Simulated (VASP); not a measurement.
# Bi (Fd-3m) in VASP: notebook

Runs on Bi. Level: PBE. Tasks: single point.

All numbers are computed with VASP 6.6.1; they aren't measurements. Logs are shortened: lines on timing, memory, paths and dates and some standing lists are left out, and cuts for length are marked.

**1. The cell of the first run**

The structure is cubic, space group Fd-3m (No. 227). Conventional cell: a = 7.288 Å, b = 7.288 Å, c = 7.288 Å, α = 90.00°, β = 90.00°, γ = 90.00°. Within 4.2 Å of Bi (site symmetry -43m) lie 4 Bi at 3.16 Å.

**2. Single point, PBE**

Contents of INCAR:

```
ALGO = Normal
EDIFF = 1E-6
ENCUT = 520
GGA = PE
ISIF = 2
ISMEAR = -1
LASPH = True
LCHARG = False
LREAL = False
LWAVE = False
NBANDS = 22
NELM = 80
PREC = Accurate
SIGMA = 0.05
```

Contents of KPOINTS:

```
k-points
0
Gamma
  11 11 11
```

Contents of POSCAR:

```
Bi
1.0
    0.0000000000      3.6442407693      3.6442407693
    3.6442407693      0.0000000000      3.6442407693
    3.6442407693      3.6442407693      0.0000000000
Bi
2
Direct
   -0.1250000000     -0.1250000000     -0.1250000000
    0.1250000000      0.1250000000      0.1250000000
```

Potentials or basis: VASP PAW PBE potentials, release 64 (Bi_d).

Command:

```sh
$ cat potpaw_PBE.64/Bi_d/POTCAR > POTCAR
$ mpirun -np 1 vasp_std > vasp.out
```

OUTCAR:

```text
EDIFF = 1E-6
   ENCUT = 520
   GGA = PE
   ISIF = 2
   ISMEAR = -1
   LASPH = True
   LREAL = False
   NELM = 80
   PREC = Accurate

 ion  position               nearest neighbor table
   1  0.875  0.875  0.875-   2 3.16   2 3.16   2 3.16   2 3.16
   2  0.125  0.125  0.125-   1 3.16   1 3.16   1 3.16   1 3.16

  LATTYP: Found a face centered cubic cell.
 ALAT       =     7.2884815386

  Lattice vectors:

 A1 = (   0.0000000000,   3.6442407693,   3.6442407693)
 A2 = (   3.6442407693,   0.0000000000,   3.6442407693)
 A3 = (   3.6442407693,   3.6442407693,   0.0000000000)

Analysis of symmetry for initial positions (statically):
=====================================================================
 Subroutine PRICEL returns:
 Original cell was already a primitive cell.

 Routine SETGRP: Setting up the symmetry group for a
 face centered cubic supercell.

 Subroutine GETGRP returns: Found 48 space group operations
 (whereof 12 operations were pure point group operations)
 out of a pool of 48 trial point group operations.

The static configuration has the point symmetry D_3d.
 The point group associated with its full space group is O_h .

Analysis of symmetry for dynamics (positions and initial velocities):
=====================================================================
 Subroutine PRICEL returns:
 Original cell was already a primitive cell.

 Routine SETGRP: Setting up the symmetry group for a
 face centered cubic supercell.

 Subroutine GETGRP returns: Found 48 space group operations
 (whereof 12 operations were pure point group operations)
 out of a pool of 48 trial point group operations.

The dynamic configuration has the point symmetry D_3d.
 The point group associated with its full space group is O_h .

 Subroutine INISYM returns: Found 48 space group operations
 (whereof 12 operations are pure point group operations),
 and found     1 'primitive' translations

----------------------------------------------------------------------------------------

                                     Primitive cell

  volume of cell :      96.7946

  direct lattice vectors                    reciprocal lattice vectors
     0.000000000  3.644240769  3.644240769    -0.137202790  0.137202790  0.137202790
[... 74 lines left out ...]
   NGX,Y,Z   is equivalent  to a cutoff of  12.90, 12.90, 12.90 a.u.
   NGXF,Y,Z  is equivalent  to a cutoff of  25.81, 25.81, 25.81 a.u.
 SYSTEM =  unknown system
   PREC   = accura    normal or accurate (medium, high low for compatibility)
   ISTART =      0    job   : 0-new  1-cont  2-samecut
   ICHARG =      2    charge: 1-file 2-atom 10-const
   ISPIN  =      1    spin polarized calculation?
   LNONCOLLINEAR =      F non collinear calculations
   LSORBIT =      F    spin-orbit coupling
   LASPH  =      T    aspherical Exc in radial PAW
   ENCUT  =  520.0 eV  38.22 Ry    6.18 a.u.   9.58  9.58  9.58*2*pi/ulx,y,z
   NELM   =     80;   NELMIN=  2; NELMDL= -5     # of ELM steps
   EDIFF  = 0.1E-05   stopping-criterion for ELM
   LREAL  =      F    real-space projection
   EDIFFG = 0.1E-04   stopping-criterion for IOM
   NSW    =      0    number of steps for IOM
   IBRION =     -1    ionic relax: 0-MD 1-quasi-New 2-CG
   NFREE  =      0    steps in history (QN), initial steepest desc. (CG)
   ISIF   =      2    stress and relaxation
   ISYM   =      2    0-nonsym 1-usesym 2-fastsym
   POTIM  = 0.5000    time-step for ionic-motion
   TEBEG  =    0.0;   TEEND  =   0.0 temperature during run
   PSTRESS=    0.0 pullay stress
   NELECT =      30.0000    total number of electrons
   NUPDOWN=      -1.0000    fix difference up-down
   EMIN   =  10.00;   EMAX   =-10.00  energy-range for DOS
   EFERMI =   0.00;   METHOD = LEGACY
   ISMEAR =    -1;   SIGMA  =   0.05  broadening in eV -4-tet -1-fermi 0-gaus
   EFERMI_NEDOS =   21; number of points for ismear=-14 and -15
   IALGO  =     38    algorithm
   IMIX   =      4    mixing-type and parameters
     AMIX     =   0.40;   BMIX     =  1.00
     AMIX_MAG =   1.60;   BMIX_MAG =  1.00
  volume/ion in A,a.u.               =      48.40       326.60
  Fermi-wavevector in a.u.,A,eV,Ry     =   1.107894  2.093616 16.700185  1.227429
  Thomas-Fermi vector in A             =   2.244414
   LORBIT       =      0    0 simple, 1 ext, 2 COOP (PROOUT), +10 PAW based schemes
   GGA     = PE    functional components
   LHFCALC =     F    Hartree Fock is set to
   AEXX    =    0.0000 exact exchange contribution
   IVDW    =     0    specifies the selected vdW correction
   LEPSILON=     F    determine dielectric tensor
   LRPA    =     F    only Hartree local field effects (RPA)
 non-spin polarized calculation
  energy-cutoff  :      520.00
  volume of cell :       96.79
 maximum number of plane-waves:      2661
   NGX = 19   NGY = 19   NGZ = 19

 number of electron      29.9999989 magnetization

 Free energy of the ion-electron system (eV)
  ---------------------------------------------------
  ext. energy  EPLUGINS =         0.00000000
  ---------------------------------------------------
  free energy    TOTEN  =        -7.39180442 eV

  energy without entropy =       -7.38188042  energy(sigma->0) =       -7.38684242

 E-fermi :   3.4554     XC(G=0):  -7.8657

 val. band max:        3.4155641877   @ k =  -0.3636   0.3636   0.1818
 cond. band min:       3.4915667018   @ k =   0.3636   0.2727   0.0000
 fundamental gap:      0.0760025141
 Fermi energy:         3.4553847446

 k-point     1 :       0.0000    0.0000    0.0000
  band No.  band energies     occupation
      1     -19.2510      2.00000
      2     -19.2510      2.00000
      3     -19.2510      2.00000
      4     -19.2121      2.00000
      5     -19.2121      2.00000
      6     -19.0550      2.00000
[... 589 lines left out ...]
     21       9.6696      0.00000
     22      11.8162      0.00000

 [... further k-points ...]
[... 5 lines left out ...]
  --------------------------------------------------------------------------------------
  -------------------------------------------------------------------------------------
  Total       -0.0257542     -0.0257542     -0.0257542      0.0000000     -0.0000000      0.0000000
  in kB       -0.4262924     -0.4262924     -0.4262924      0.0000000     -0.0000000      0.0000000
  external PRESSURE =      -0.4262924 kB  Pullay stress =       0.0000000 kB

 VOLUME and BASIS-vectors are now :
 -----------------------------------------------------------------------------
  energy-cutoff  :      520.00
  volume of cell :       96.79
      direct lattice vectors                 reciprocal lattice vectors
     0.000000000  3.644240769  3.644240769    -0.137202790  0.137202790  0.137202790
     3.644240769  0.000000000  3.644240769     0.137202790 -0.137202790  0.137202790
     3.644240769  3.644240769  0.000000000     0.137202790  0.137202790 -0.137202790

 POSITION                                       TOTAL-FORCE (eV/Angst)
 -----------------------------------------------------------------------------------
      6.37742      6.37742      6.37742         0.000000     -0.000000      0.000000
      0.91106      0.91106      0.91106        -0.000000      0.000000     -0.000000
 -----------------------------------------------------------------------------------
    total drift:                                0.000000      0.000000     -0.000000

  FREE ENERGIE OF THE ION-ELECTRON SYSTEM (eV)
  ---------------------------------------------------
  free  energy   TOTEN  =        -7.3918044225 eV

  energy  without entropy=       -7.3818804198  energy(sigma->0) =       -7.38684242
```

OSZICAR:

```text
N       E                     dE             d eps       ncg     rms          rms(c)
DAV:   1     0.294474330331E+03    0.29447E+03   -0.15927E+04  2472   0.147E+03
DAV:   2     0.176967124898E+02   -0.27678E+03   -0.27007E+03  2518   0.398E+02
DAV:   3    -0.652031491715E+01   -0.24217E+02   -0.23919E+02  3028   0.138E+02
DAV:   4    -0.736971894439E+01   -0.84940E+00   -0.84889E+00  2930   0.288E+01
DAV:   5    -0.740642740394E+01   -0.36708E-01   -0.36708E-01  3432   0.532E+00    0.109E+00
DAV:   6    -0.739646561200E+01    0.99618E-02   -0.17542E-02  3278   0.113E+00    0.660E-01
DAV:   7    -0.739112928131E+01    0.53363E-02   -0.17726E-02  2628   0.112E+00    0.108E-01
DAV:   8    -0.739167460783E+01   -0.54533E-03   -0.15718E-03  2626   0.360E-01    0.265E-02
DAV:   9    -0.739177953223E+01   -0.10492E-03   -0.11343E-04  3106   0.724E-02    0.115E-02
DAV:  10    -0.739179895625E+01   -0.19424E-04   -0.18893E-05  2246   0.321E-02    0.402E-03
DAV:  11    -0.739180414493E+01   -0.51887E-05   -0.82196E-06  2220   0.130E-02    0.219E-03
DAV:  12    -0.739180442245E+01   -0.27752E-06   -0.42855E-07  2080   0.580E-03
   1 F= -.73918044E+01 E0= -.73868424E+01  d E =-.992400E-02
```

It took 68 s on 1 thread of AMD EPYC 9R45 (Zen 5), shared host; peak memory 0.25 GiB.

What came out:

```yaml
Free_energy: -7.3918 eV
Pressure: 0.0 GPa
Band_gap_on_the_k_mesh: zero (band 15 reaches 3.74 eV, above the bottom of band 16 at 3.17 eV)
```

Levels at points of the mesh, in eV from the Fermi level:
```tsv
k point	band 12	band 13	band 14	band 15	band 16	band 17	band 18	band 19
(0.00, 0.00, 0.00)	-7.80	-1.21	-1.21	-1.21	0.95	0.95	0.95	3.39
```

Caveat: spin-orbit coupling is left out, which moves the levels of the heavy elements.

**3. Single point, PBE**

This run uses another cell than the first one, of 52.52 Å³/atom, 1.085 times its volume.

Contents of INCAR:

```
SYSTEM = Bi
  ALGO = Normal
  EDIFF = 1E-6
  ENCUT = 520
  GGA = PE
  ISIF = 2
  ISMEAR = -1
  LASPH = .TRUE.
  LCHARG = .FALSE.
  LREAL = .FALSE.
  LWAVE = .FALSE.
  NBANDS = 22
  NELM = 60
  PREC = Accurate
  SIGMA = 0.05
```

Contents of KPOINTS:

```
k-points
0
G
  11 11 11
  0 0 0
```

Contents of POSCAR:

```
Bi
1.0
    0.0000000000      3.7448665095      3.7448665095
    3.7448665095      0.0000000000      3.7448665095
    3.7448665095      3.7448665095      0.0000000000
Bi
2
Direct
   -0.1250000000     -0.1250000000     -0.1250000000
    0.1250000000      0.1250000000      0.1250000000
```

Potentials or basis: VASP PAW PBE potentials, release 64 (Bi_d).

Command:

```sh
$ cat potpaw_PBE.64/Bi_d/POTCAR > POTCAR
$ mpirun -np 1 vasp_std > vasp.out
```

Wall time 70 s (1 thread of AMD EPYC 9R45 (Zen 5), shared host); peak memory 0.25 GiB.

It converged, with:

```
Free energy            : -7.3381 eV
Pressure               : -2.0 GPa
Band gap on the k mesh : zero (band 15 reaches 3.01 eV, above the bottom of band 16 at 2.55 eV)
```

Levels at points of the mesh, in eV from the Fermi level:
| k point | band 12 | band 13 | band 14 | band 15 | band 16 | band 17 | band 18 | band 19 |
| --- | --- | --- | --- | --- | --- | --- | --- | --- |
| (0.00, 0.00, 0.00) | -8.08 | -1.13 | -1.13 | -1.13 | 0.94 | 0.94 | 0.94 | 3.40 |

Caveat: spin-orbit coupling is left out, which moves the levels of the heavy elements.
